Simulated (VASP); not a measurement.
Set up this calculation in VASP 6.6.1, as the native input.

```
Task                   : single point
Functional             : PBEsol
Potentials or basis    : VASP PAW PBE potentials, release 64 (Al, N)
Cutoff                 : 600 eV
k mesh                 : 8 × 8 × 8
Occupations            : gaussian, width 0.01 eV
Spin                   : no spin polarisation
Dipole correction      : no
Further INCAR settings : ALGO = Normal; EDIFF = 1e-06; NBANDS = 11
```

The structure of AlN (x) lies in POSCAR:

```
AlN
1.0
    0.0000000000      2.1900000000      2.1900000000
    2.1900000000      0.0000000000      2.1900000000
    2.1900000000      2.1900000000      0.0000000000
Al N
1 1
Direct
    0.0000000000      0.0000000000      0.0000000000
    0.2500000000      0.2500000000      0.2500000000
```

These files were run (other wordings do the same):

INCAR

```
SYSTEM = AlN
PREC     = Accurate       ! precision mode
ENCUT    = 600            ! plane-wave cutoff, eV
EDIFF    = 1E-6           ! SCF threshold, eV
ISMEAR   = 0              ! smearing method
SIGMA    = 0.01           ! smearing width, eV
LREAL    = .False.        ! projectors in reciprocal space
LASPH    = .True.         ! aspherical terms in the spheres
NELM     = 120            ! most SCF steps
ALGO     = Normal         ! electronic algorithm
ISIF     = 2              ! what is computed and relaxed
LWAVE    = .False.        ! write WAVECAR
LCHARG   = .True.         ! write CHGCAR
GGA      = PS             ! functional
LELF     = .True.         ! ELF
LVHAR    = .True.       
NBANDS   = 11             ! bands
GGA_COMPAT= .False.
```

KPOINTS

```
Automatic mesh
0
Gamma
  8 8 8
  0 0 0
```

Potentials or basis: VASP PAW PBE potentials, release 64 (Al, N).

Run with:

```sh
$ cat potpaw_PBE.64/Al/POTCAR potpaw_PBE.64/N/POTCAR > POTCAR
$ mpirun -np 1 vasp_std > vasp.out
```

Results of the run:

* Pressure: -0.5 GPa
* Band gap on the k mesh: 3.18 eV, indirect (least direct gap 4.06 eV)

Caveat: the PAW data sets were made with another functional, which shifts forces and pressure a little.

Run time: 21 s on 1 thread of AMD EPYC 9R45, on a shared host, peak memory 0.12 GiB.
